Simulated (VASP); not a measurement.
# W: single point with PBEsol

The system is W.

```
CELL_PARAMETERS angstrom
0.00000 1.98856 1.98856
1.98856 0.00000 1.98856
1.98856 1.98856 0.00000
ATOMIC_POSITIONS crystal
W 0.00000 0.00000 0.00000
```

- Program: VASP 6.6.1
- Task: single point
- Functional: PBEsol
- Potentials or basis: VASP PAW PBE potentials, release 64 (W_sv)
- Cutoff: 520 eV
- k mesh: 12 × 12 × 12
- Occupations: fermi-dirac, width 0.1 eV
- Spin: no spin polarisation

| Item | Value |
| --- | --- |
| Pressure | 5.3 GPa |
| Band gap on the k mesh | zero (band 7 reaches 14.23 eV, above the bottom of band 8 at 10.30 eV) |

Levels at points of the mesh, in eV from the Fermi level:
```
           k point  band 5  band 6  band 7  band 8  band 9  band 10
(0.00, 0.00, 0.00)   -9.25   -0.63   -0.63   -0.63    2.68     2.68
(0.50, 0.00, 0.00)   -5.87   -0.89   -0.89    0.76    5.34     5.34
(0.50, 0.50, 0.00)   -5.83   -4.81    3.29    5.29    6.13     6.13
```

Wall time 30 s on 1 thread of AMD EPYC 7R13, with other jobs on the host, peak memory 0.12 GiB.

Caveat: the PAW data sets were made with another functional, which shifts forces and pressure a little; spin-orbit coupling is left out, which moves the levels of the heavy elements.
